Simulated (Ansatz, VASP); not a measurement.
Two plane-wave programs on Cs4Br

Contents of INCAR:

```
PREC = Accurate
ENCUT = 520
EDIFF = 1E-6
ISMEAR = 0
SIGMA = 0.1
LREAL = False
LASPH = True
NELM = 80
ALGO = Normal
ISIF = 2
LWAVE = False
LCHARG = False
GGA = PE
NBANDS = 30
```

KPOINTS

```
Automatic mesh
0
Gamma
  2 2 2
```

The input POSCAR:

```
Cs4Br
1.0
    7.5581468000      0.0000000000      0.0000000000
    0.0000000000      7.5581468000      0.0000000000
    0.0000000000      0.0000000000      7.5581468000
Cs Br
4 1
Direct
    0.5000000000      0.0000000000      0.0000000000
    0.0000000000      0.5000000000      0.0000000000
    0.0000000000      0.0000000000      0.5000000000
    0.5000000000      0.5000000000      0.5000000000
    0.0000000000      0.0000000000      0.0000000000
```

Input for Ansatz:

```yaml
crystal:
  lattice:
    - [7.5581468, 0.0, 0.0]
    - [0.0, 7.5581468, 0.0]
    - [0.0, 0.0, 7.5581468]
  atoms:
    - { symbol: Cs, position: [0.5, 0.0, 0.0] }
    - { symbol: Cs, position: [0.0, 0.5, 0.0] }
    - { symbol: Cs, position: [0.0, 0.0, 0.5] }
    - { symbol: Cs, position: [0.5, 0.5, 0.5] }
    - { symbol: Br, position: [0.0, 0.0, 0.0] }
basis:
  ecutwfc: 420
kpoints:
  mp_grid: { grid: [2, 2, 2] }
hamiltonian:
  xc: pbe
scf:
  occupations: { method: gaussian, width: 0.1 }
  lower_state_search: "off"
output:
  forces: true
  stress: true
  eigenvalues: true
```

Alike in both runs: task single point; functional PBE; k mesh 2 × 2 × 2; occupations gaussian, width 0.1 eV; no spin polarisation.

|  | VASP | Ansatz |
| --- | --- | --- |
| version | VASP 6.6.1 | Ansatz 0.2.0 |
| potentials or method | VASP PAW PBE potentials, release 64 (Cs_sv, Br), cutoff 520 eV | scalar-relativistic, plane waves, PAW |
| valence electrons in the cell | 43 | 43 |

|  | VASP | Ansatz | Ansatz less VASP |
| --- | --- | --- | --- |
| gap on the k mesh at the Fermi level (eV) | none | none | - |
| pressure (GPa) | 0.0 | 0.0 | 0.00 |

A gap of «none» marks a metal or a gap that the smearing closes.

The k mesh is coarse, so the values compare programs but aren't converged. Neither program's run includes spin-orbit coupling.
